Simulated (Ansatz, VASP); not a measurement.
**W3O in VASP and in Ansatz**

```
W O
1.0
     4.88923    0.00000    0.00000
     0.00000    4.88923    0.00000
     0.00000    0.00000    4.88923
W O
6 2
Direct
  0.50000 0.75000 0.00000
  0.00000 0.50000 0.75000
  0.25000 0.00000 0.50000
  0.50000 0.25000 0.00000
  0.00000 0.50000 0.25000
  0.75000 0.00000 0.50000
  0.50000 0.50000 0.50000
  0.00000 0.00000 0.00000
```

Alike in both runs: task relaxation of cell and atoms; functional PBE; k mesh 8 × 8 × 8; occupations gaussian, width 0.1 eV; no spin polarisation.

|  | VASP | Ansatz |
| --- | --- | --- |
| version | VASP 6.6.1 | Ansatz 0.2.0 |
| potentials or method | VASP PAW PBE potentials, release 64 (W_sv, O), cutoff 600 eV | scalar-relativistic, plane waves, PAW |
| valence electrons in the cell | 96 | 96 |

```tsv
	VASP	Ansatz	Ansatz less VASP
gap on the k mesh at the Fermi level, each at its own relaxed structure (eV)	none	none	-
relaxed volume (Å³/atom)	14.61	14.57	-0.046
relaxed length of the cell vector where the two differ most in proportion (Å)	4.890	4.885	-0.0051
```

A gap of «none» marks a metal or a gap that the smearing closes.

Neither program's run includes spin-orbit coupling.
